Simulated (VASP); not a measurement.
# Mo (Im-3m) in VASP: single point with PBE

Aim: the single point of Mo with PBE.

All numbers are computed with VASP 6.6.1; they aren't measurements. Logs are shortened: lines on timing, memory, paths and dates and some standing lists are left out, and cuts for length are marked.

## Step 1: The cell of the first run

Symmetry: Im-3m, No. 229, cubic system. The conventional cell has a = 3.147 Å, b = 3.147 Å, c = 3.147 Å, α = 90.00°, β = 90.00°, γ = 90.00°. Within 3.6 Å of Mo (site symmetry m-3m) lie 14 Mo at 2.73 to 3.15 Å.

## Step 2: Single point, PBE

The input, INCAR:

```
SYSTEM = Mo
PREC = Accurate
ENCUT = 520
EDIFF = 1E-6
ISMEAR = 0
SIGMA = 0.05
LREAL = .FALSE.
LASPH = .TRUE.
NELM = 60
ALGO = Normal
ISIF = 2
LWAVE = .FALSE.
LCHARG = .FALSE.
GGA = PE
NBANDS = 13
```

The input, KPOINTS:

```
regular mesh
0
G
  18 18 18
  0 0 0
```

The input, POSCAR:

```
Mo
1.0
   -1.5734150000      1.5734150000      1.5734150000
    1.5734150000     -1.5734150000      1.5734150000
    1.5734150000      1.5734150000     -1.5734150000
Mo
1
Direct
    0.0000000000      0.0000000000      0.0000000000
```

Potentials or basis: VASP PAW PBE potentials, release 64 (Mo_sv).

Command:

```console
$ cat potpaw_PBE.64/Mo_sv/POTCAR > POTCAR
$ mpirun -np 1 vasp_std > vasp.out
```

OUTCAR:

```text
SYSTEM = Mo
   PREC = Accurate
   ENCUT = 520
   EDIFF = 1E-6
   ISMEAR = 0
   LREAL = .FALSE.
   LASPH = .TRUE.
   NELM = 60
   ISIF = 2
   GGA = PE

 ion  position               nearest neighbor table
   1  0.000  0.000  0.000-

  LATTYP: Found a body centered cubic cell.
 ALAT       =     3.1468300000

  Lattice vectors:

 A1 = (  -1.5734150000,   1.5734150000,   1.5734150000)
 A2 = (   1.5734150000,  -1.5734150000,   1.5734150000)
 A3 = (   1.5734150000,   1.5734150000,  -1.5734150000)

Analysis of symmetry for initial positions (statically):
=====================================================================
 Subroutine PRICEL returns:
 Original cell was already a primitive cell.

 Routine SETGRP: Setting up the symmetry group for a
 body centered cubic supercell.

 Subroutine GETGRP returns: Found 48 space group operations
 (whereof 48 operations were pure point group operations)
 out of a pool of 48 trial point group operations.

The static configuration has the point symmetry O_h .

Analysis of symmetry for dynamics (positions and initial velocities):
=====================================================================
 Subroutine PRICEL returns:
 Original cell was already a primitive cell.

 Routine SETGRP: Setting up the symmetry group for a
 body centered cubic supercell.

 Subroutine GETGRP returns: Found 48 space group operations
 (whereof 48 operations were pure point group operations)
 out of a pool of 48 trial point group operations.

The dynamic configuration has the point symmetry O_h .

 Subroutine INISYM returns: Found 48 space group operations
 (whereof 48 operations are pure point group operations),
 and found     1 'primitive' translations

----------------------------------------------------------------------------------------

                                     Primitive cell

  volume of cell :      15.5808

  direct lattice vectors                    reciprocal lattice vectors
    -1.573415000  1.573415000  1.573415000     0.000000000  0.317780115  0.317780115
     1.573415000 -1.573415000  1.573415000     0.317780115  0.000000000  0.317780115
     1.573415000  1.573415000 -1.573415000     0.317780115  0.317780115  0.000000000

  length of vectors
     2.725234721  2.725234721  2.725234721     0.449408949  0.449408949  0.449408949

  position of ions in fractional coordinates (direct lattice)
     0.000000000  0.000000000  0.000000000

  ion indices of the primitive-cell ions
   primitive index   ion index
                 1           1

----------------------------------------------------------------------------------------

 KPOINTS: regular mesh

Automatic generation of k-mesh.
 Grid dimensions read from file:
 generate k-points for:   18   18   18

 Generating k-lattice:

  Cartesian coordinates                     Fractional coordinates (reciprocal lattice)
     0.000000000  0.017654451  0.017654451     0.055555556  0.000000000  0.000000000
     0.017654451  0.000000000  0.017654451     0.000000000  0.055555556  0.000000000
     0.017654451  0.017654451  0.000000000     0.000000000  0.000000000  0.055555556

  Length of vectors
     0.024967164  0.024967164  0.024967164

  Shift w.r.t. Gamma in fractional coordinates (k-lattice)
     0.000000000  0.000000000  0.000000000

 Subroutine IBZKPT returns following result:
 ===========================================

 Found    195 irreducible k-points:

 Following reciprocal coordinates:
            Coordinates               Weight
  0.000000  0.000000  0.000000      1.000000
  0.055556  0.000000  0.000000     12.000000
  0.111111  0.000000  0.000000     12.000000
  0.166667  0.000000  0.000000     12.000000
  0.222222  0.000000  0.000000     12.000000
  0.277778  0.000000  0.000000     12.000000
[... 16 lines left out ...]
  0.333333  0.111111 -0.000000     48.000000
  0.388889  0.111111  0.000000     48.000000
 [... further k-points ...]
   k-points           NKPTS =    195   k-points in BZ     NKDIM =    195   number of bands    NBANDS=     13
   number of dos      NEDOS =    301   number of ions     NIONS =      1
   total plane-waves  NPLWV =   8000
   dimension x,y,z NGX =    20 NGY =   20 NGZ =   20
   dimension x,y,z NGXF=    40 NGYF=   40 NGZF=   40
   ions per type =               1
   NGX,Y,Z   is equivalent  to a cutoff of  12.20, 12.20, 12.20 a.u.
   NGXF,Y,Z  is equivalent  to a cutoff of  24.40, 24.40, 24.40 a.u.
 SYSTEM =  Mo
   PREC   = accura    normal or accurate (medium, high low for compatibility)
   ISTART =      0    job   : 0-new  1-cont  2-samecut
   ICHARG =      2    charge: 1-file 2-atom 10-const
   ISPIN  =      1    spin polarized calculation?
   LNONCOLLINEAR =      F non collinear calculations
   LSORBIT =      F    spin-orbit coupling
   LASPH  =      T    aspherical Exc in radial PAW
   ENCUT  =  520.0 eV  38.22 Ry    6.18 a.u.   5.07  5.07  5.07*2*pi/ulx,y,z
   NELM   =     60;   NELMIN=  2; NELMDL= -5     # of ELM steps
   EDIFF  = 0.1E-05   stopping-criterion for ELM
   LREAL  =      F    real-space projection
   EDIFFG = 0.1E-04   stopping-criterion for IOM
   NSW    =      0    number of steps for IOM
   IBRION =     -1    ionic relax: 0-MD 1-quasi-New 2-CG
   NFREE  =      0    steps in history (QN), initial steepest desc. (CG)
   ISIF   =      2    stress and relaxation
   ISYM   =      2    0-nonsym 1-usesym 2-fastsym
   POTIM  = 0.5000    time-step for ionic-motion
   TEBEG  =    0.0;   TEEND  =   0.0 temperature during run
   PSTRESS=    0.0 pullay stress
   NELECT =      14.0000    total number of electrons
   NUPDOWN=      -1.0000    fix difference up-down
   EMIN   =  10.00;   EMAX   =-10.00  energy-range for DOS
   EFERMI =   0.00;   METHOD = LEGACY
   ISMEAR =     0;   SIGMA  =   0.05  broadening in eV -4-tet -1-fermi 0-gaus
   EFERMI_NEDOS =   21; number of points for ismear=-14 and -15
   IALGO  =     38    algorithm
   IMIX   =      4    mixing-type and parameters
     AMIX     =   0.40;   BMIX     =  1.00
     AMIX_MAG =   1.60;   BMIX_MAG =  1.00
  volume/ion in A,a.u.               =      15.58       105.14
  Fermi-wavevector in a.u.,A,eV,Ry     =   1.579747  2.985289 33.954710  2.495601
  Thomas-Fermi vector in A             =   2.680079
   LORBIT       =      0    0 simple, 1 ext, 2 COOP (PROOUT), +10 PAW based schemes
   GGA     = PE    functional components
   LHFCALC =     F    Hartree Fock is set to
   AEXX    =    0.0000 exact exchange contribution
   IVDW    =     0    specifies the selected vdW correction
   LEPSILON=     F    determine dielectric tensor
   LRPA    =     F    only Hartree local field effects (RPA)
 non-spin polarized calculation
 Gauss-broadening in eV      SIGMA  =   0.05
  energy-cutoff  :      520.00
  volume of cell :       15.58
 maximum number of plane-waves:       432
   NGX = 11   NGY = 11   NGZ = 11

 number of electron      14.0000001 magnetization

 Free energy of the ion-electron system (eV)
  ---------------------------------------------------
  ext. energy  EPLUGINS =         0.00000000
  ---------------------------------------------------
  free energy    TOTEN  =       -10.93113042 eV

  energy without entropy =      -10.93049399  energy(sigma->0) =      -10.93081220

 E-fermi :  12.6590     XC(G=0): -13.4087

 val. band max:       12.6137743287   @ k =  -0.4444   0.5000   0.2778
 cond. band min:      12.6624046124   @ k =   0.3889   0.1111   0.0000
 fundamental gap:      0.0486302837
 Fermi energy:        12.6589841026

 k-point     1 :       0.0000    0.0000    0.0000
  band No.  band energies     occupation
      1     -48.6342      2.00000
      2     -21.8929      2.00000
      3     -21.8929      2.00000
      4     -21.8929      2.00000
      5       5.3996      2.00000
      6      11.2763      2.00000
      7      11.2763      2.00000
      8      11.2763      2.00000
      9      14.3143      0.00000
     10      14.3143      0.00000
     11      27.4831      0.00000
     12      27.4831      0.00000
     13      27.4831      0.00000

 k-point     2 :       0.0556    0.0000    0.0000
  band No.  band energies     occupation
      1     -48.6263      2.00000
      2     -21.9387      2.00000
      3     -21.9070      2.00000
      4     -21.8933      2.00000
      5       5.5373      2.00000
      6      11.1983      2.00000
      7      11.2639      2.00000
      8      11.4052      2.00000
      9      14.1975      0.00000
     10      14.3162      0.00000
     11      27.5876      0.00000
     12      27.7151      0.00000
     13      27.7583      0.00000

 k-point     3 :       0.1111    0.0000    0.0000
  band No.  band energies     occupation
      1     -48.6034      2.00000
      2     -22.0692      2.00000
      3     -21.9474      2.00000
      4     -21.8943      2.00000
      5       5.9304      2.00000
      6      10.9815      2.00000
      7      11.2091      2.00000
      8      11.7865      2.00000
      9      13.9402      0.00000
     10      14.3269      0.00000
     11      27.8380      0.00000
     12      28.3910      0.00000
     13      28.4429      0.00000
[... 305 lines left out ...]
 k-point    23 :       0.3333    0.1111   -0.0000
  band No.  band energies     occupation
      1     -48.3882      2.00000
      2     -23.1215      2.00000
      3     -22.3361      2.00000
      4     -21.9641      2.00000
      5       7.8565      2.00000
      6       9.5157      2.00000
      7      12.0292      2.00000
      8      14.0958      0.00000
      9      15.1081      0.00000
     10      17.1826      0.00000
     11      25.3466      0.00000
     12      26.1440      0.00000
     13      30.6168      0.00000

 k-point    24 :       0.3889    0.1111    0.0000
  band No.  band energies     occupation
      1     -48.3659      2.00000
      2     -23.2197      2.00000
      3     -22.3830      2.00000
      4     -21.9661      2.00000
      5       7.7182      2.00000
      6       9.3881      2.00000
      7      12.6624      0.92293
      8      14.2180      0.00000
      9      15.3616      0.00000
     10      18.0625      0.00000
     11      24.4066      0.00000
     12      25.4516      0.00000
     13      29.6973      0.00000

 [... further k-points ...]
[... 5 lines left out ...]
  --------------------------------------------------------------------------------------
  -------------------------------------------------------------------------------------
  Total        0.3835294      0.3835294      0.3835294     -0.0000000     -0.0000000     -0.0000000
  in kB       39.4384090     39.4384090     39.4384090     -0.0000000     -0.0000000     -0.0000000
  external PRESSURE =      39.4384090 kB  Pullay stress =       0.0000000 kB

 VOLUME and BASIS-vectors are now :
 -----------------------------------------------------------------------------
  energy-cutoff  :      520.00
  volume of cell :       15.58
      direct lattice vectors                 reciprocal lattice vectors
    -1.573415000  1.573415000  1.573415000     0.000000000  0.317780115  0.317780115
     1.573415000 -1.573415000  1.573415000     0.317780115  0.000000000  0.317780115
     1.573415000  1.573415000 -1.573415000     0.317780115  0.317780115  0.000000000

 POSITION                                       TOTAL-FORCE (eV/Angst)
 -----------------------------------------------------------------------------------
      0.00000      0.00000      0.00000         0.000000     -0.000000     -0.000000
 -----------------------------------------------------------------------------------
    total drift:                                0.000000      0.000000      0.000000

  FREE ENERGIE OF THE ION-ELECTRON SYSTEM (eV)
  ---------------------------------------------------
  free  energy   TOTEN  =       -10.9311304169 eV

  energy  without entropy=      -10.9304939902  energy(sigma->0) =      -10.93081220
```

It took 14 s on 1 thread of Intel Xeon Platinum 8559C (Emerald Rapids), shared host; peak memory 0.15 GiB.

What came out:

| Quantity | Value |
| --- | --- |
| Free energy | -10.9311 eV |
| Pressure | 3.9 GPa |
| Band gap on the k mesh | zero (band 7 reaches 16.65 eV, above the bottom of band 8 at 11.28 eV) |
